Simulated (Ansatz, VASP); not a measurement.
**AlAs: VASP beside Ansatz**

```
Al As
1.0
     4.05025    0.00000    0.00000
     0.00000    5.72791    0.00000
     0.00000    0.00000    4.05025
Al As
2 2
Direct
  0.00000 0.00000 0.00000
  0.50000 0.50000 0.50000
  0.00000 0.25000 0.50000
  0.50000 0.75000 0.00000
```

Alike in both runs: functional PBE; k mesh 8 × 6 × 8; occupations gaussian, width 0.02 eV; no spin polarisation.

Ansatz relaxed the structure, and its values are those at the end. VASP's run is a single point on that final structure, the one shown.

```csv
,VASP,Ansatz
version,VASP 6.6.1,Ansatz 0.2.0
potentials or method,"VASP PAW PBE potentials, release 64 (Al, As), cutoff 500 eV","scalar-relativistic, plane waves, PAW"
valence electrons in the cell,16,36
```

```tsv
	VASP	Ansatz	Ansatz less VASP
gap on the k mesh at the Fermi level (eV)	1.50	1.50	+0.009
least direct gap on the mesh (eV)	1.50	1.50	+0.009
pressure (GPa)	0.2	0.0	-0.17
```

VASP's potentials hold 16 valence electrons a cell and Ansatz's 36, so a difference there can come from the potentials and not from the codes. Ansatz's warnings: stress scf threshold loose.
